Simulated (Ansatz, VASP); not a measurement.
**NaMo6: VASP beside Ansatz**

Contents of INCAR:

```
PREC = Accurate ; ENCUT = 520
EDIFF = 1E-6 ; ISMEAR = 0
SIGMA = 0.1 ; LREAL = False
LASPH = True ; NELM = 100
ALGO = Normal ; ISIF = 2
LWAVE = False ; LCHARG = True
GGA = PE ; LELF = True
LVHAR = True ; NBANDS = 54
```

Contents of KPOINTS:

```
Automatic mesh
0
Gamma
  4 4 4
```

Contents of POSCAR:

```
NaMo6
1.0
    4.9507839700      0.0000000000      0.0000000000
    0.0000000000      4.9507839700      0.0000000000
    0.0000000000      0.0000000000      4.9507839700
Na Mo
1 6
Direct
    0.0000000000      0.0000000000      0.0000000000
    0.1987293400      0.5000000000      0.5000000000
    0.5000000000      0.8012706600      0.5000000000
    0.5000000000      0.1987293400      0.5000000000
    0.8012706600      0.5000000000      0.5000000000
    0.5000000000      0.5000000000      0.1987293400
    0.5000000000      0.5000000000      0.8012706600
```

Input for Ansatz:

```yaml
crystal:
  lattice:
    - [4.95078397, 0.0, 0.0]
    - [0.0, 4.95078397, 0.0]
    - [0.0, 0.0, 4.95078397]
  atoms:
    - { symbol: Na, position: [0.0, 0.0, 0.0] }
    - { symbol: Mo, position: [0.19872934, 0.5, 0.5] }
    - { symbol: Mo, position: [0.5, 0.80127066, 0.5] }
    - { symbol: Mo, position: [0.5, 0.19872934, 0.5] }
    - { symbol: Mo, position: [0.80127066, 0.5, 0.5] }
    - { symbol: Mo, position: [0.5, 0.5, 0.19872934] }
    - { symbol: Mo, position: [0.5, 0.5, 0.80127066] }
basis:
  ecutwfc: 420
kpoints:
  mp_grid: { grid: [4, 4, 4] }
hamiltonian:
  xc: pbe
scf:
  occupations: { method: gaussian, width: 0.1 }
  lower_state_search: "off"
output:
  forces: true
  stress: true
  eigenvalues: true
```

Change from the starting cell: species swapped into the DyB6 type (Pm-3m, No. 221).

Alike in both runs: task single point; functional PBE; k mesh 4 × 4 × 4; occupations gaussian, width 0.1 eV; no spin polarisation.

```csv
,VASP,Ansatz
version,VASP 6.6.1,Ansatz 0.2.0
potentials or method,"VASP PAW PBE potentials, release 64 (Na_pv, Mo_sv), cutoff 520 eV","scalar-relativistic, plane waves, PAW"
valence electrons in the cell,91,93
```

```csv
,VASP,Ansatz,Ansatz less VASP
gap on the k mesh at the Fermi level (eV),none,none,-
rms of the force components (eV/Å),7.447,7.018,-0.4298
```

Atom by atom the forces differ by 0.430 eV/Å (rms over components). A gap of «none» marks a metal or a gap that the smearing closes. With one functional, cell and mesh, what is left measures potentials, basis and numerics. VASP's potentials hold 91 valence electrons a cell and Ansatz's 93, so a difference there can come from the potentials and not from the codes.
